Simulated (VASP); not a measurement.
Runs of VASP 6.6.1 on SnTe3. The structure is that of space group Fd-3m (No. 227), or close to it. The cells are those of the table. The cell was generated, and may not be a known phase.

```csv
task,cell,k mesh,cutoff (eV),gap on the mesh (eV),pressure (GPa)
single point,"a = 7.278 Å, angles 60.0°, 8 atoms",4 × 4 × 4,520,none,(a)
single point,"a = 9.076 Å, angles 60.0°, 8 atoms",4 × 4 × 4,520,none,0.2
relaxation of cell and atoms,"relaxed from a = 7.278 Å, angles 60.0°, 8 atoms",4 × 4 × 4,600,none,0.0
single point,"a = 9.128 Å, angles 60.0°, 8 atoms",6 × 6 × 6,520,none,0.0
```

Alike in all rows: level PBE; potentials or basis VASP PAW PBE potentials, release 64 (Sn_d, Te); no spin polarisation; smearing gaussian 0.1 eV.

Q: Fill in the values left out.

A: (a) 38.8.

Caveats: semilocal functionals underestimate gaps, and a narrow one can read as zero; spin-orbit coupling is left out, which moves the levels of the heavy elements; the cell stands under pressure (at least some runs).

A k mesh can miss the band edges, and the runs leave out spin-orbit coupling on Sn, Te.

A gap of «none» marks levels without a gap at the run's occupations.
